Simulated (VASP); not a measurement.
# Cl in VASP: a series of runs

Cl is run at these levels: r2SCAN+D3(BJ); tasks: single point.

Program: VASP 6.6.1. These are calculated values, not measurements. Logs are shortened: lines on timing, memory, paths and dates and some standing lists are left out, and cuts for length are marked.

## Step 1: The cell of the first run

The cell holds an amorphous packing of atoms, 12 atoms: a = 7.663 Å, b = 7.663 Å, c = 7.663 Å, α = 90.00°, β = 90.00°, γ = 90.00°.

## Step 2: Single point, r2SCAN+D3(BJ)

POSCAR

```
Cl
1.0
    7.6630940000      0.0000000000      0.0000000000
    0.0000000000      7.6630940000      0.0000000000
    0.0000000000      0.0000000000      7.6630940000
Cl
12
Direct
    0.7127016842      0.0684840875      0.7662831749
    0.7565873523      0.3076303122      0.6512252101
    0.3824303865      0.3254168616      1.0225895702
    0.2448880309      0.2665502994      0.7937655469
    0.5473246185      0.8794098050      0.4168812232
    0.5623055126      0.7130018241      0.2249222051
    0.0149417455      1.0663186436      0.2246090156
    0.0588274136      0.7888197639      0.2086363550
    0.0832431391      0.7825820746      0.8448154231
    0.0720988154      0.7625118523      0.5650981183
    0.8475558306      0.4233407551      0.0125667257
    0.9899526223      0.4232233090      0.2409340144
```

INCAR.step1

```
ALGO = Normal ; EDIFF = 1E-4
ENCUT = 520 ; GGA = PE
ISMEAR = -1 ; LASPH = T
LCHARG = F ; LREAL = F
LWAVE = T ; NBANDS = 54
NELM = 100 ; PREC = Accurate
SIGMA = 0.02
```

INCAR.step2

```
ALGO = Normal ; EDIFF = 1E-7
ENCUT = 520 ; ISIF = 2
ISMEAR = -1 ; ISTART = 1
IVDW = 12 ; LASPH = T
LCHARG = F ; LMIXTAU = T
LREAL = F ; LWAVE = F
METAGGA = R2SCAN ; NBANDS = 54
NELM = 100 ; PREC = Accurate
SIGMA = 0.02 ; VDW_A1 = 0.49484001
VDW_A2 = 5.73083694 ; VDW_S6 = 1.0
VDW_S8 = 0.78981345
```

KPOINTS

```
k-points
0
Gamma
  1 1 1
```

Potentials or basis: VASP PAW PBE potentials, release 64 (Cl).

On the command line:

```console
cat potpaw_PBE.64/Cl/POTCAR > POTCAR
cp INCAR.step1 INCAR
mpirun -np 1 vasp_gam > vasp.out
cp INCAR.step2 INCAR
mpirun -np 1 vasp_gam > vasp.out
```

OUTCAR:

```text
EDIFF = 1E-7
   ENCUT = 520
   ISIF = 2
   ISMEAR = -1
   ISTART = 1
   IVDW = 12
   LASPH = T
   LREAL = F
   METAGGA = R2SCAN
   NELM = 100
   PREC = Accurate
 IVDW          = 12

 ion  position               nearest neighbor table
   1  0.713  0.068  0.766-   2 2.06
   2  0.757  0.308  0.651-   1 2.06
   3  0.382  0.325  0.023-   4 2.10
   4  0.245  0.267  0.794-   3 2.10
   5  0.547  0.879  0.417-   6 1.95
   6  0.562  0.713  0.225-   5 1.95
   7  0.015  0.066  0.225-   8 2.16
   8  0.059  0.789  0.209-   7 2.16
   9  0.083  0.783  0.845-  10 2.15
  10  0.072  0.763  0.565-   9 2.15
  11  0.848  0.423  0.013-  12 2.06
  12  0.990  0.423  0.241-  11 2.06

  LATTYP: Found a simple cubic cell.
 ALAT       =     7.6630940000

  Lattice vectors:

 A1 = (   7.6630940000,   0.0000000000,   0.0000000000)
 A2 = (   0.0000000000,   7.6630940000,   0.0000000000)
 A3 = (   0.0000000000,   0.0000000000,   7.6630940000)

Analysis of symmetry for initial positions (statically):
=====================================================================
 Subroutine PRICEL returns:
 Original cell was already a primitive cell.

 Routine SETGRP: Setting up the symmetry group for a
 simple cubic supercell.

 Subroutine GETGRP returns: Found  1 space group operations
 (whereof  1 operations were pure point group operations)
 out of a pool of 48 trial point group operations.

The static configuration has the point symmetry C_1 .

Analysis of symmetry for dynamics (positions and initial velocities):
=====================================================================
 Subroutine PRICEL returns:
 Original cell was already a primitive cell.

 Routine SETGRP: Setting up the symmetry group for a
 simple cubic supercell.

 Subroutine GETGRP returns: Found  1 space group operations
 (whereof  1 operations were pure point group operations)
 out of a pool of 48 trial point group operations.

The dynamic configuration has the point symmetry C_1 .

 Subroutine INISYM returns: Found  1 space group operations
 (whereof  1 operations are pure point group operations),
 and found     1 'primitive' translations

----------------------------------------------------------------------------------------

                                     Primitive cell

  volume of cell :     449.9999

  direct lattice vectors                    reciprocal lattice vectors
     7.663094000  0.000000000  0.000000000     0.130495594  0.000000000  0.000000000
     0.000000000  7.663094000  0.000000000     0.000000000  0.130495594  0.000000000
     0.000000000  0.000000000  7.663094000     0.000000000  0.000000000  0.130495594

  length of vectors
     7.663094000  7.663094000  7.663094000     0.130495594  0.130495594  0.130495594

  position of ions in fractional coordinates (direct lattice)
     0.712701684  0.068484088  0.766283175
     0.756587352  0.307630312  0.651225210
     0.382430386  0.325416862  0.022589570
     0.244888031  0.266550299  0.793765547
     0.547324618  0.879409805  0.416881223
     0.562305513  0.713001824  0.224922205
     0.014941746  0.066318644  0.224609016
     0.058827414  0.788819764  0.208636355
     0.083243139  0.782582075  0.844815423
     0.072098815  0.762511852  0.565098118
     0.847555831  0.423340755  0.012566726
     0.989952622  0.423223309  0.240934014

  ion indices of the primitive-cell ions
   primitive index   ion index
                 1           1
                 2           2
                 3           3
                 4           4
                 5           5
                 6           6
                 7           7
                 8           8
                 9           9
                10          10
                11          11
                12          12

----------------------------------------------------------------------------------------

 KPOINTS: k-points

Automatic generation of k-mesh.
 Grid dimensions read from file:
 generate k-points for:    1    1    1

 Generating k-lattice:

  Cartesian coordinates                     Fractional coordinates (reciprocal lattice)
     0.130495594  0.000000000  0.000000000     1.000000000  0.000000000  0.000000000
     0.000000000  0.130495594  0.000000000     0.000000000  1.000000000  0.000000000
     0.000000000  0.000000000  0.130495594     0.000000000  0.000000000  1.000000000

  Length of vectors
     0.130495594  0.130495594  0.130495594

  Shift w.r.t. Gamma in fractional coordinates (k-lattice)
     0.000000000  0.000000000  0.000000000

 Subroutine IBZKPT returns following result:
 ===========================================

 Found      1 irreducible k-points:

 Following reciprocal coordinates:
            Coordinates               Weight
  0.000000  0.000000  0.000000      1.000000
   k-points           NKPTS =      1   k-points in BZ     NKDIM =      1   number of bands    NBANDS=     54
   number of dos      NEDOS =    301   number of ions     NIONS =     12
   total plane-waves  NPLWV = 216000
   dimension x,y,z NGX =    60 NGY =   60 NGZ =   60
   dimension x,y,z NGXF=   120 NGYF=  120 NGZF=  120
   ions per type =              12
   NGX,Y,Z   is equivalent  to a cutoff of  13.02, 13.02, 13.02 a.u.
   NGXF,Y,Z  is equivalent  to a cutoff of  26.03, 26.03, 26.03 a.u.
 SYSTEM =  unknown system
   PREC   = accura    normal or accurate (medium, high low for compatibility)
   ISTART =      1    job   : 0-new  1-cont  2-samecut
   ICHARG =      0    charge: 1-file 2-atom 10-const
   ISPIN  =      1    spin polarized calculation?
   LNONCOLLINEAR =      F non collinear calculations
   LSORBIT =      F    spin-orbit coupling
   LASPH  =      T    aspherical Exc in radial PAW
   ENCUT  =  520.0 eV  38.22 Ry    6.18 a.u.  14.25 14.25 14.25*2*pi/ulx,y,z
   NELM   =    100;   NELMIN=  2; NELMDL=  0     # of ELM steps
   EDIFF  = 0.1E-06   stopping-criterion for ELM
   LREAL  =      F    real-space projection
   EDIFFG = 0.1E-05   stopping-criterion for IOM
   NSW    =      0    number of steps for IOM
   IBRION =     -1    ionic relax: 0-MD 1-quasi-New 2-CG
   NFREE  =      0    steps in history (QN), initial steepest desc. (CG)
   ISIF   =      2    stress and relaxation
   ISYM   =      2    0-nonsym 1-usesym 2-fastsym
   POTIM  = 0.5000    time-step for ionic-motion
   TEBEG  =    0.0;   TEEND  =   0.0 temperature during run
   PSTRESS=    0.0 pullay stress
   NELECT =      84.0000    total number of electrons
   NUPDOWN=      -1.0000    fix difference up-down
   EMIN   =  10.00;   EMAX   =-10.00  energy-range for DOS
   EFERMI =   0.00;   METHOD = LEGACY
   ISMEAR =    -1;   SIGMA  =   0.02  broadening in eV -4-tet -1-fermi 0-gaus
   EFERMI_NEDOS =   21; number of points for ismear=-14 and -15
   IALGO  =     38    algorithm
   IMIX   =      4    mixing-type and parameters
     AMIX     =   0.40;   BMIX     =  1.00
     AMIX_MAG =   1.60;   BMIX_MAG =  1.00
  volume/ion in A,a.u.               =      37.50       253.06
  Fermi-wavevector in a.u.,A,eV,Ry     =   0.935615  1.768056 11.910202  0.875375
  Thomas-Fermi vector in A             =   2.062540
   LORBIT       =      0    0 simple, 1 ext, 2 COOP (PROOUT), +10 PAW based schemes
   METAGGA = R2SCAN    functional components
   LHFCALC =     F    Hartree Fock is set to
   AEXX    =    0.0000 exact exchange contribution
   IVDW    =    12    specifies the selected vdW correction
   LEPSILON=     F    determine dielectric tensor
   LRPA    =     F    only Hartree local field effects (RPA)
 non-spin polarized calculation
  energy-cutoff  :      520.00
  volume of cell :      450.00
 maximum number of plane-waves:      6075
 NGX is ok and might be reduce to    60
   NGX = 29   NGY = 29   NGZ = 29

 number of electron      84.0000006 magnetization

 Free energy of the ion-electron system (eV)
  ---------------------------------------------------
  ext. energy  EPLUGINS =         0.00000000
  ---------------------------------------------------
  free energy    TOTEN  =       -73.79236694 eV

  energy without entropy =      -73.79236694  energy(sigma->0) =      -73.79236694

 E-fermi :  -1.7072     XC(G=0):  -6.7827

 val. band max:       -2.2574063769   @ k =   0.0000   0.0000   0.0000
 cond. band min:      -0.3394247588   @ k =   0.0000   0.0000   0.0000
 fundamental gap:      1.9179816180
 Fermi energy:        -1.7071878932

 k-point     1 :       0.0000    0.0000    0.0000
  band No.  band energies     occupation
      1     -20.0835      2.00000
      2     -19.8494      2.00000
      3     -19.5619      2.00000
      4     -18.9677      2.00000
      5     -18.9196      2.00000
      6     -17.9351      2.00000
[... 46 lines left out ...]
     53       6.8152      0.00000
     54       7.0981      0.00000

------------------------ aborting loop because EDIFF is reached ----------------------------------------

 Edisp (eV)   -0.68003

 E8    (eV) :    -0.1702

  FORCE on cell =-STRESS in cart. coord.  units (eV):
  Direction    XX          YY          ZZ          XY          YZ          ZX
  --------------------------------------------------------------------------------------
  -------------------------------------------------------------------------------------
  Total      -1.80697    -6.86735    -9.45691    -0.73254     1.02809    -2.17824
  in kB      -6.43352   -24.45049   -33.67034    -2.60811     3.66040    -7.75538
  external pressure =      -21.52 kB  Pullay stress =        0.00 kB

 VOLUME and BASIS-vectors are now :
 -----------------------------------------------------------------------------
  energy-cutoff  :      520.00
  volume of cell :      450.00
      direct lattice vectors                 reciprocal lattice vectors
     7.663094000  0.000000000  0.000000000     0.130495594  0.000000000  0.000000000
     0.000000000  7.663094000  0.000000000     0.000000000  0.130495594  0.000000000
     0.000000000  0.000000000  7.663094000     0.000000000  0.000000000  0.130495594

 POSITION                                       TOTAL-FORCE (eV/Angst)
 -----------------------------------------------------------------------------------
      5.46150      0.52480      5.87210         0.207432      1.172718     -0.617705
      5.79780      2.35740      4.99040        -0.215925     -1.111217      0.614789
      2.93060      2.49370      0.17311        -0.754211     -0.332830     -1.524624
      1.87660      2.04260      6.08270         0.889886      0.351568      1.498000
      4.19420      6.73900      3.19460        -0.012400      0.439572      0.514960
      4.30900      5.46380      1.72360         0.020058     -0.493045     -0.569877
      0.11450      0.50821      1.72120         0.270607     -0.366285      0.105661
      0.45080      6.04480      1.59880        -0.408773      0.425664      0.144341
      0.63790      5.99700      6.47390        -0.183352     -0.194786     -0.199710
      0.55250      5.84320      4.33040        -0.011006      0.211047      0.310850
      6.49490      3.24410      0.09630         0.489073     -0.017836      0.744471
      7.58610      3.24320      1.84630        -0.291389     -0.084569     -1.021158
 -----------------------------------------------------------------------------------
    total drift:                                0.007998      0.003033      0.000758

  FREE ENERGIE OF THE ION-ELECTRON SYSTEM (eV)
  ---------------------------------------------------
  free  energy   TOTEN  =       -74.4723972267 eV

  energy  without entropy=      -74.4723972267  energy(sigma->0) =      -74.47239723
```

Wall time 89 s (1 thread of AMD EPYC 9R45 (Zen 5), shared host); peak memory 0.46 GiB.

What came out:

* Free energy: -74.4724 eV
* Pressure: -2.2 GPa
* Largest force: 1.777 eV/Å
* Band gap on the k mesh: 1.92 eV
* Dispersion energy per atom: -0.057 eV

Forces in eV/Å, atoms in the order of the input:
```
Cl   0.207  1.173 -0.618
Cl  -0.216 -1.111  0.615
Cl  -0.754 -0.333 -1.525
Cl   0.890  0.352  1.498
Cl  -0.012  0.440  0.515
Cl   0.020 -0.493 -0.570
Cl   0.271 -0.366  0.106
Cl  -0.409  0.426  0.144
Cl  -0.183 -0.195 -0.200
Cl  -0.011  0.211  0.311
Cl   0.489 -0.018  0.744
Cl  -0.291 -0.085 -1.021
```

Stress tensor (GPa, compression positive):
```
-0.64 -0.26 -0.78
-0.26 -2.45  0.37
-0.78  0.37 -3.37
```

Levels at points of the mesh, in eV from the valence-band top:
```tsv
k point	band 40	band 41	band 42	band 43	band 44	band 45
(0.00, 0.00, 0.00)	-0.22	-0.07	0.00	1.92	2.21	2.24
```

Caveat: the k points lie up to 0.82 Å⁻¹ apart; the PAW data sets were made with another functional, which shifts forces and pressure a little.

[end of part 1 of 2]
